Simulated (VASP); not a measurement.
Set up this calculation in VASP 6.6.1, as the native input.

```yaml
Task: single point
Functional: PBE
Potentials_or_basis: VASP PAW PBE potentials, release 64 (V_sv)
Cutoff: 500 eV
k_mesh: 5 × 5 × 5
Occupations: fermi-dirac, width 0.05 eV
Spin: collinear spin, antiferromagnetic start
Starting_moments: "[3.0, -3.0] μB"
Dipole_correction: no
Further_INCAR_settings: ALGO = Normal; EDIFF = 1e-06; NBANDS = 24
```

The structure of V lies in POSCAR:

```
V
1.0
    3.1325247416      0.0000000000      0.0000000000
    0.0000000000      3.1325247416      0.0000000000
    0.0000000000      0.0000000000      3.1325247416
V
2
Direct
    0.0000000000      0.0000000000      0.0000000000
    0.5000000000      0.5000000000      0.5000000000
```

The input as run:

INCAR

```
SYSTEM = V
  PREC = Accurate
  ENCUT = 500
  EDIFF = 1E-6
  ISMEAR = -1
  SIGMA = 0.05
  LREAL = .FALSE.
  LASPH = .TRUE.
  NELM = 200
  ALGO = Normal
  ISIF = 2
  LWAVE = .FALSE.
  LCHARG = .FALSE.
  ISPIN = 2
  MAGMOM = 3 -3
  LORBIT = 11
  LMAXMIX = 4
  GGA = PE
  NBANDS = 24
  GGA_COMPAT = .FALSE.
```

KPOINTS

```
regular mesh
0
G
  5 5 5
  0 0 0
```

Potentials or basis: VASP PAW PBE potentials, release 64 (V_sv).

Command:

```console
$ cat potpaw_PBE.64/V_sv/POTCAR > POTCAR
$ mpirun -np 1 vasp_std > vasp.out
```

It gave:

The pressure is -18.2 GPa and the band gap on the k mesh is zero (filled and empty bands overlap). The net moment is 0.00 μB per cell and the valence electrons inside the program's atomic spheres are V 11.45.

Caveat: the k points lie up to 0.40 Å⁻¹ apart, too coarse for converged energies and pressures of a metal; the moments typed at the start vanished in this run.

It took 52 s on 1 thread of Intel Xeon 8259CL, with other jobs on the host, peak memory 0.12 GiB.
